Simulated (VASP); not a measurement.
Set up this calculation in VASP 6.6.1, as the native input.

```
Task                   : single point
Functional             : PBE
Potentials or basis    : VASP PAW PBE potentials, release 64 (B, N)
Cutoff                 : 520 eV
k mesh                 : 12 × 12 × 6
Occupations            : gaussian, width 0.05 eV
Spin                   : no spin polarisation
Dipole correction      : no
Further INCAR settings : ALGO = Normal; EDIFF = 1e-06; NBANDS = 16
```

The structure of BN lies in POSCAR:

```
BN
1.0
    2.5539396017      0.0000000000      0.0000000000
   -1.2769698009      2.2117765748      0.0000000000
    0.0000000000      0.0000000000      4.2268550000
B N
2 2
Direct
    0.6448306947      0.3173482924      0.9997240000
    0.3114973614      0.6506816257      0.4997240000
    0.6666666667      0.3333333333      0.6252760000
    0.3333333333      0.6666666667      0.1252760000
```

This cell differs from its parent crystal: all B atoms moved -0.050 Å, as atom 1 along Cartesian [1 1 0].

One way to write it, as run:

INCAR

```
SYSTEM = BN
PREC = Accurate
ENCUT = 520
EDIFF = 1E-6
ISMEAR = 0
SIGMA = 0.05
LREAL = .False.
LASPH = .True.
NELM = 60
ALGO = Normal
ISIF = 2
LWAVE = .False.
LCHARG = .False.
GGA = PE
NBANDS = 16
```

KPOINTS

```
regular mesh
0
Gamma
  12 12 6
  0 0 0
```

Potentials or basis: VASP PAW PBE potentials, release 64 (B, N).

Run with:

```console
$ cat potpaw_PBE.64/B/POTCAR potpaw_PBE.64/N/POTCAR > POTCAR
$ mpirun -np 1 vasp_std > vasp.out
```

It gave:

- Pressure: 0.9 GPa
- Largest force: 1.285 eV/Å
- Band gap on the k mesh: 5.00 eV, indirect (least direct gap 8.00 eV)

Caveat: the cell differs from its parent crystal (all B atoms moved -0.050 Å, as atom 1 along Cartesian [1 1 0]); forces of over 1 eV/Å act on the atoms, so gaps and moduli don't describe the material at rest.

Wall time 51 s on 1 thread of Intel(R) Xeon(R) 6975P-C (Granite Rapids), on a shared host, peak memory 0.24 GiB.
